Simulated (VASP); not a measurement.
# Cr (Im-3m) in VASP: a series of runs

Runs on Cr. Level: LDA. Tasks: single point.

All numbers are computed with VASP 6.6.1; they aren't measurements. Logs are shortened: lines on timing, memory, paths and dates and some standing lists are left out, and cuts for length are marked.

### Step 1. The cell of the first run

It takes space group Im-3m (No. 229, cubic). The conventional cell has a = 2.788 Å, b = 2.788 Å, c = 2.788 Å, α = 90.00°, β = 90.00°, γ = 90.00°. Within 3.2 Å of Cr (site symmetry m-3m) lie 14 Cr at 2.41 to 2.79 Å.

### Step 2. Single point, LDA, collinear spin, ferromagnetic start

Input file INCAR:

```
PREC = Accurate
ENCUT = 520
EDIFF = 1E-6
ISMEAR = -1
SIGMA = 0.05
LREAL = F
LASPH = T
NELM = 150
ALGO = Normal
ISIF = 2
LWAVE = F
LCHARG = F
ISPIN = 2
MAGMOM = 1.5
LORBIT = 11
LMAXMIX = 4
GGA = CA
NBANDS = 16
```

Input file KPOINTS:

```
regular mesh
0
Gamma
  16 16 16
```

Input file POSCAR:

```
Cr
1.0
   -1.3938676992      1.3938676992      1.3938676992
    1.3938676992     -1.3938676992      1.3938676992
    1.3938676992      1.3938676992     -1.3938676992
Cr
1
Direct
    0.0000000000      0.0000000000      0.0000000000
```

Potentials or basis: VASP PAW LDA potentials, release 64 (Cr_pv).

Launch:

```sh
cat potpaw_LDA.64/Cr_pv/POTCAR > POTCAR
mpirun -np 1 vasp_std > vasp.out
```

OUTCAR:

```text
PREC = Accurate
   ENCUT = 520
   EDIFF = 1E-6
   ISMEAR = -1
   LREAL = F
   LASPH = T
   NELM = 150
   ISIF = 2
   ISPIN = 2
   LORBIT = 11
   GGA = CA

 ion  position               nearest neighbor table
   1  0.000  0.000  0.000-

  LATTYP: Found a body centered cubic cell.
 ALAT       =     2.7877353984

  Lattice vectors:

 A1 = (  -1.3938676992,   1.3938676992,   1.3938676992)
 A2 = (   1.3938676992,  -1.3938676992,   1.3938676992)
 A3 = (   1.3938676992,   1.3938676992,  -1.3938676992)

Analysis of symmetry for initial positions (statically):
=====================================================================
 Subroutine PRICEL returns:
 Original cell was already a primitive cell.

 Routine SETGRP: Setting up the symmetry group for a
 body centered cubic supercell.

 Subroutine GETGRP returns: Found 48 space group operations
 (whereof 48 operations were pure point group operations)
 out of a pool of 48 trial point group operations.

The static configuration has the point symmetry O_h .

Analysis of symmetry for dynamics (positions and initial velocities):
=====================================================================
 Subroutine PRICEL returns:
 Original cell was already a primitive cell.

 Routine SETGRP: Setting up the symmetry group for a
 body centered cubic supercell.

 Subroutine GETGRP returns: Found 48 space group operations
 (whereof 48 operations were pure point group operations)
 out of a pool of 48 trial point group operations.

The dynamic configuration has the point symmetry O_h .

Analysis of structural, dynamic, and magnetic symmetry:
=====================================================================
 Subroutine PRICEL returns:
 Original cell was already a primitive cell.

 Routine SETGRP: Setting up the symmetry group for a
 body centered cubic supercell.

 Subroutine GETGRP returns: Found 48 space group operations
 (whereof 48 operations were pure point group operations)
 out of a pool of 48 trial point group operations.

The overall configuration has the point symmetry O_h .

 Subroutine INISYM returns: Found 48 space group operations
 (whereof 48 operations are pure point group operations),
 and found     1 'primitive' translations

----------------------------------------------------------------------------------------

                                     Primitive cell

  volume of cell :      10.8324

  direct lattice vectors                    reciprocal lattice vectors
    -1.393867699  1.393867699  1.393867699     0.000000000  0.358714102  0.358714102
     1.393867699 -1.393867699  1.393867699     0.358714102  0.000000000  0.358714102
     1.393867699  1.393867699 -1.393867699     0.358714102  0.358714102  0.000000000

  length of vectors
     2.414249674  2.414249674  2.414249674     0.507298348  0.507298348  0.507298348

  position of ions in fractional coordinates (direct lattice)
     0.000000000  0.000000000  0.000000000

  ion indices of the primitive-cell ions
   primitive index   ion index
                 1           1

----------------------------------------------------------------------------------------

 KPOINTS: regular mesh

Automatic generation of k-mesh.
 Grid dimensions read from file:
 generate k-points for:   16   16   16

 Generating k-lattice:

  Cartesian coordinates                     Fractional coordinates (reciprocal lattice)
     0.000000000  0.022419631  0.022419631     0.062500000  0.000000000  0.000000000
     0.022419631  0.000000000  0.022419631     0.000000000  0.062500000  0.000000000
     0.022419631  0.022419631  0.000000000     0.000000000  0.000000000  0.062500000

  Length of vectors
     0.031706147  0.031706147  0.031706147

  Shift w.r.t. Gamma in fractional coordinates (k-lattice)
     0.000000000  0.000000000  0.000000000

 Subroutine IBZKPT returns following result:
 ===========================================

 Found    145 irreducible k-points:

 Following reciprocal coordinates:
            Coordinates               Weight
  0.000000  0.000000  0.000000      1.000000
  0.062500  0.000000  0.000000     12.000000
  0.125000  0.000000  0.000000     12.000000
  0.187500  0.000000  0.000000     12.000000
  0.250000  0.000000  0.000000     12.000000
  0.312500  0.000000  0.000000     12.000000
[... 16 lines left out ...]
  0.187500  0.187500  0.000000     24.000000
  0.250000  0.187500 -0.000000     48.000000
 [... further k-points ...]
   k-points           NKPTS =    145   k-points in BZ     NKDIM =    145   number of bands    NBANDS=     16
   number of dos      NEDOS =    301   number of ions     NIONS =      1
   total plane-waves  NPLWV =   5832
   dimension x,y,z NGX =    18 NGY =   18 NGZ =   18
   dimension x,y,z NGXF=    36 NGYF=   36 NGZF=   36
   ions per type =               1
   NGX,Y,Z   is equivalent  to a cutoff of  12.39, 12.39, 12.39 a.u.
   NGXF,Y,Z  is equivalent  to a cutoff of  24.79, 24.79, 24.79 a.u.
 SYSTEM =  unknown system
   PREC   = accura    normal or accurate (medium, high low for compatibility)
   ISTART =      0    job   : 0-new  1-cont  2-samecut
   ICHARG =      2    charge: 1-file 2-atom 10-const
   ISPIN  =      2    spin polarized calculation?
   LNONCOLLINEAR =      F non collinear calculations
   LSORBIT =      F    spin-orbit coupling
   LASPH  =      T    aspherical Exc in radial PAW
   ENCUT  =  520.0 eV  38.22 Ry    6.18 a.u.   4.49  4.49  4.49*2*pi/ulx,y,z
   NELM   =    150;   NELMIN=  2; NELMDL= -5     # of ELM steps
   EDIFF  = 0.1E-05   stopping-criterion for ELM
   LREAL  =      F    real-space projection
   EDIFFG = 0.1E-04   stopping-criterion for IOM
   NSW    =      0    number of steps for IOM
   IBRION =     -1    ionic relax: 0-MD 1-quasi-New 2-CG
   NFREE  =      0    steps in history (QN), initial steepest desc. (CG)
   ISIF   =      2    stress and relaxation
   ISYM   =      2    0-nonsym 1-usesym 2-fastsym
   POTIM  = 0.5000    time-step for ionic-motion
   TEBEG  =    0.0;   TEEND  =   0.0 temperature during run
   PSTRESS=    0.0 pullay stress
   NELECT =      12.0000    total number of electrons
   NUPDOWN=      -1.0000    fix difference up-down
   EMIN   =  10.00;   EMAX   =-10.00  energy-range for DOS
   EFERMI =   0.00;   METHOD = LEGACY
   ISMEAR =    -1;   SIGMA  =   0.05  broadening in eV -4-tet -1-fermi 0-gaus
   EFERMI_NEDOS =   21; number of points for ismear=-14 and -15
   IALGO  =     38    algorithm
   IMIX   =      4    mixing-type and parameters
     AMIX     =   0.40;   BMIX     =  1.00
     AMIX_MAG =   1.60;   BMIX_MAG =  1.00
  volume/ion in A,a.u.               =      10.83        73.10
  Fermi-wavevector in a.u.,A,eV,Ry     =   1.693923  3.201051 39.040224  2.869376
  Thomas-Fermi vector in A             =   2.775241
   LORBIT       =     11    0 simple, 1 ext, 2 COOP (PROOUT), +10 PAW based schemes
   GGA     = CA    functional components
   LHFCALC =     F    Hartree Fock is set to
   AEXX    =    0.0000 exact exchange contribution
   IVDW    =     0    specifies the selected vdW correction
   LEPSILON=     F    determine dielectric tensor
   LRPA    =     F    only Hartree local field effects (RPA)
 spin polarized calculation
  energy-cutoff  :      520.00
  volume of cell :       10.83
 maximum number of plane-waves:       321
 NGX is ok and might be reduce to    18
   NGX =  9   NGY =  9   NGZ =  9

 number of electron      12.0000011 magnetization       0.0001404

 number of electron      12.0000011 magnetization      -0.0000288

 Free energy of the ion-electron system (eV)
  ---------------------------------------------------
  ext. energy  EPLUGINS =         0.00000000
  ---------------------------------------------------
  free energy    TOTEN  =       -10.63304657 eV

  energy without entropy =      -10.62717708  energy(sigma->0) =      -10.63011183

 E-fermi :  11.7124     XC(G=0): -14.3824

 val. band max:       11.7064939946   @ k =  -0.2500   0.2500   0.1250
 cond. band min:      11.7603807150   @ k =   0.3750   0.0625   0.0625
 fundamental gap:      0.0538867204
 Fermi energy:        11.7123690240

 spin component 1

 k-point     1 :       0.0000    0.0000    0.0000
  band No.  band energies     occupation
      1     -30.5006      1.00000
      2     -30.5006      1.00000
      3     -30.5006      1.00000
      4       3.7367      1.00000
      5      10.7351      1.00000
      6      10.7351      1.00000
[... 8 lines left out ...]
     15      42.7833      0.00000
     16      47.8173      0.00000
[... 419 lines left out ...]
 k-point    24 :       0.2500    0.1875   -0.0000
  band No.  band energies     occupation
      1     -31.4023      1.00000
      2     -30.8650      1.00000
      3     -30.5977      1.00000
      4       7.8154      1.00000
      5       9.3078      1.00000
      6      10.0267      1.00000
[... 8 lines left out ...]
     15      42.3849      0.00000
     16      46.9091      0.00000

 [... further k-points ...]

 spin component 2

 k-point     1 :       0.0000    0.0000    0.0000
  band No.  band energies     occupation
      1     -30.5005      1.00000
      2     -30.5005      1.00000
      3     -30.5005      1.00000
      4       3.7366      1.00000
      5      10.7351      1.00000
      6      10.7351      1.00000
[... 8 lines left out ...]
     15      42.7833      0.00000
     16      47.8172      0.00000
[... 419 lines left out ...]
 k-point    24 :       0.2500    0.1875   -0.0000
  band No.  band energies     occupation
      1     -31.4022      1.00000
      2     -30.8649      1.00000
      3     -30.5977      1.00000
      4       7.8153      1.00000
      5       9.3077      1.00000
      6      10.0266      1.00000
[... 8 lines left out ...]
     15      42.3848      0.00000
     16      46.9090      0.00000

 [... further k-points ...]

------------------------ aborting loop because EDIFF is reached ----------------------------------------

  FORCE on cell =-STRESS in cart. coord.  units (eV):
  Direction    XX          YY          ZZ          XY          YZ          ZX
  --------------------------------------------------------------------------------------
  -------------------------------------------------------------------------------------
  Total        0.0157491      0.0157491      0.0157491      0.0000000     -0.0000000      0.0000000
  in kB        2.3293940      2.3293940      2.3293940      0.0000000     -0.0000000      0.0000000
  external PRESSURE =       2.3293940 kB  Pullay stress =       0.0000000 kB

 VOLUME and BASIS-vectors are now :
 -----------------------------------------------------------------------------
  energy-cutoff  :      520.00
  volume of cell :       10.83
      direct lattice vectors                 reciprocal lattice vectors
    -1.393867699  1.393867699  1.393867699     0.000000000  0.358714102  0.358714102
     1.393867699 -1.393867699  1.393867699     0.358714102  0.000000000  0.358714102
     1.393867699  1.393867699 -1.393867699     0.358714102  0.358714102  0.000000000

 POSITION                                       TOTAL-FORCE (eV/Angst)
 -----------------------------------------------------------------------------------
      0.00000      0.00000      0.00000         0.000000      0.000000      0.000000
 -----------------------------------------------------------------------------------
    total drift:                                0.000000      0.000000      0.000000

  FREE ENERGIE OF THE ION-ELECTRON SYSTEM (eV)
  ---------------------------------------------------
  free  energy   TOTEN  =       -10.6330465720 eV

  energy  without entropy=      -10.6271770839  energy(sigma->0) =      -10.63011183

 total charge

# of ion       s       p       d       tot
------------------------------------------
    1        0.449   6.441   4.317  11.207

 magnetization (x)

# of ion       s       p       d       tot
------------------------------------------
    1        0.000  -0.000  -0.000  -0.000
```

Wall time 16 s (1 thread of Intel Xeon 6975P-C (Granite Rapids), shared host); peak memory 0.14 GiB.

What came out:

```yaml
Free_energy: -10.6330 eV
Pressure: 0.2 GPa
Band_gap_on_the_k_mesh: zero (filled and empty bands overlap)
Net_moment: 0.00 μB per cell
Valence_electrons_inside_the_program's_atomic_spheres: Cr 11.21
```

Caveat: the starting moments collapsed, and a magnetic state may lie lower.

### Step 3. Single point, LDA, collinear spin, ferromagnetic start

Input file INCAR:

```
SYSTEM = Cr
PREC     = Accurate       ! precision mode
ENCUT    = 520            ! plane-wave cutoff, eV
EDIFF    = 1E-7           ! SCF threshold, eV
ISMEAR   = -1             ! smearing method
SIGMA    = 0.01           ! smearing width, eV
LREAL    = .FALSE.        ! projectors in reciprocal space
LASPH    = .TRUE.         ! aspherical terms in the spheres
NELM     = 150            ! most SCF steps
ALGO     = Normal         ! electronic algorithm
ISIF     = 2              ! what is computed and relaxed
LWAVE    = .FALSE.        ! write WAVECAR
LCHARG   = .TRUE.         ! write CHGCAR
ISPIN    = 2              ! spin polarisation
MAGMOM   = 1.5            ! initial moments
LORBIT   = 11             ! projections on sites
LMAXMIX  = 4              ! l up to which the mixer works
GGA      = CA             ! functional
LELF     = .TRUE.         ! ELF
LVHAR    = .TRUE.       
NBANDS   = 16             ! bands
```

Input file KPOINTS:

```
Automatic mesh
0
G
  16 16 16
  0 0 0
```

POSCAR is that of step 2.

Potentials or basis: VASP PAW LDA potentials, release 64 (Cr_pv).

Launch:

```sh
cat potpaw_LDA.64/Cr_pv/POTCAR > POTCAR
mpirun -np 1 vasp_std > vasp.out
```

It took 18 s on 1 thread of Intel Xeon 6975P-C (Granite Rapids), shared host; peak memory 0.14 GiB.

Results (log left out):

```
Free energy                                           : -10.6297 eV
Pressure                                              : 0.3 GPa
Band gap on the k mesh                                : zero (filled and empty bands overlap)
Net moment                                            : 0.00 μB per cell
Valence electrons inside the program's atomic spheres : Cr 11.21
```

Levels at points of the mesh, in eV from the Fermi level:
Spin up:
| k point | band 4 | band 5 | band 6 | band 7 | band 8 | band 9 |
| --- | --- | --- | --- | --- | --- | --- |
| (0.00, 0.00, 0.00) | -7.95 | -0.96 | -0.96 | -0.96 | 1.22 | 1.22 |
| (0.50, 0.00, 0.00) | -4.72 | -2.65 | 1.26 | 1.44 | 1.61 | 3.19 |
| (0.50, 0.50, 0.50) | -4.72 | -4.72 | 2.75 | 2.75 | 2.75 | 5.43 |
Spin down:
| k point | band 4 | band 5 | band 6 | band 7 | band 8 | band 9 |
| --- | --- | --- | --- | --- | --- | --- |
| (0.00, 0.00, 0.00) | -7.95 | -0.96 | -0.96 | -0.96 | 1.22 | 1.22 |
| (0.50, 0.00, 0.00) | -4.72 | -2.65 | 1.26 | 1.44 | 1.61 | 3.19 |
| (0.50, 0.50, 0.50) | -4.71 | -4.71 | 2.75 | 2.75 | 2.75 | 5.43 |

Caveat: the starting moments collapsed, and a magnetic state may lie lower.

### Step 4. Single point, LDA, collinear spin, ferromagnetic start

Input file INCAR:

```
PREC = Accurate ; ENCUT = 520
EDIFF = 1E-7 ; ISMEAR = -1
SIGMA = 0.03 ; LREAL = False
LASPH = True ; NELM = 150
ALGO = Normal ; ISIF = 2
LWAVE = False ; LCHARG = False
ISPIN = 2 ; MAGMOM = 1.5
LORBIT = 11 ; LMAXMIX = 4
GGA = CA ; NBANDS = 16
```

Input file KPOINTS:

```
regular mesh
0
Gamma
  16 16 16
```

POSCAR is that of step 3.

Launch:

```sh
cat potpaw_LDA.64/Cr_pv/POTCAR > POTCAR
mpirun -np 1 vasp_std > vasp.out
```

Run time: 18 s. Hardware: 1 thread of Intel Xeon 6975P-C (Granite Rapids), shared host; peak memory 0.14 GiB.

It converged, with:

```yaml
Free_energy: -10.6310 eV
Pressure: 0.2 GPa
Band_gap_on_the_k_mesh: zero (filled and empty bands overlap)
Net_moment: 0.00 μB per cell
Valence_electrons_inside_the_program's_atomic_spheres: Cr 11.21
```

Levels at points of the mesh, in eV from the Fermi level:
Spin up:
```
           k point  band 4  band 5  band 6  band 7  band 8  band 9
(0.00, 0.00, 0.00)   -7.97   -0.97   -0.97   -0.97    1.21    1.21
(0.50, 0.00, 0.00)   -4.73   -2.66    1.25    1.43    1.60    3.18
(0.50, 0.50, 0.50)   -4.73   -4.73    2.74    2.74    2.74    5.42
```
Spin down:
```csv
k point,band 3,band 4,band 5,band 6,band 7,band 8,band 9,band 10
"(0.00, 0.00, 0.00)",-42.20,-7.97,-0.97,-0.97,-0.97,1.21,1.21,5.43
"(0.50, 0.00, 0.00)",-42.21,-4.73,-2.66,1.25,1.43,1.60,3.18,5.42
"(0.50, 0.50, 0.50)",-42.99,-4.73,-4.73,2.74,2.74,2.74,5.42,11.26
```

Caveat: the starting moments collapsed, and a magnetic state may lie lower.

### Step 5. Single point, LDA, collinear spin, ferromagnetic start

Input file INCAR:

```
  PREC = Accurate
  ENCUT = 520
  EDIFF = 1E-7
  ISMEAR = -1
  SIGMA = 0.1
  LREAL = False
  LASPH = True
  NELM = 150
  ALGO = Normal
  ISIF = 2
  LWAVE = False
  LCHARG = False
  ISPIN = 2
  MAGMOM = 1.5
  LORBIT = 11
  LMAXMIX = 4
  GGA = CA
  NBANDS = 16
```

KPOINTS is that of step 4.

POSCAR is that of step 4.

Launch:

```sh
cat potpaw_LDA.64/Cr_pv/POTCAR > POTCAR
mpirun -np 1 vasp_std > vasp.out
```

Wall time 17 s (1 thread of Intel Xeon 6975P-C (Granite Rapids), shared host); peak memory 0.14 GiB.

It converged, with:

```yaml
Free_energy: -10.6414 eV
Pressure: 0.3 GPa
Band_gap_on_the_k_mesh: zero (filled and empty bands overlap)
Net_moment: 0.00 μB per cell
Valence_electrons_inside_the_program's_atomic_spheres: Cr 11.21
```

Levels at points of the mesh, in eV from the Fermi level:
Spin up:
```csv
k point,band 4,band 5,band 6,band 7,band 8,band 9
"(0.00, 0.00, 0.00)",-7.99,-0.99,-0.99,-0.99,1.20,1.20
"(0.50, 0.00, 0.00)",-4.75,-2.68,1.23,1.41,1.58,3.16
"(0.50, 0.50, 0.50)",-4.75,-4.75,2.72,2.72,2.72,5.41
```
Spin down:
| k point | band 2 | band 3 | band 4 | band 5 | band 6 | band 7 | band 8 | band 9 | band 10 | band 11 |
| --- | --- | --- | --- | --- | --- | --- | --- | --- | --- | --- |
| (0.00, 0.00, 0.00) | -42.22 | -42.22 | -7.99 | -0.99 | -0.99 | -0.99 | 1.20 | 1.20 | 5.41 | 22.85 |
| (0.50, 0.00, 0.00) | -42.58 | -42.23 | -4.75 | -2.68 | 1.23 | 1.41 | 1.58 | 3.16 | 5.41 | 10.77 |
| (0.50, 0.50, 0.50) | -43.00 | -43.00 | -4.75 | -4.75 | 2.72 | 2.72 | 2.72 | 5.41 | 11.24 | 11.24 |

Caveat: the starting moments collapsed, and a magnetic state may lie lower.
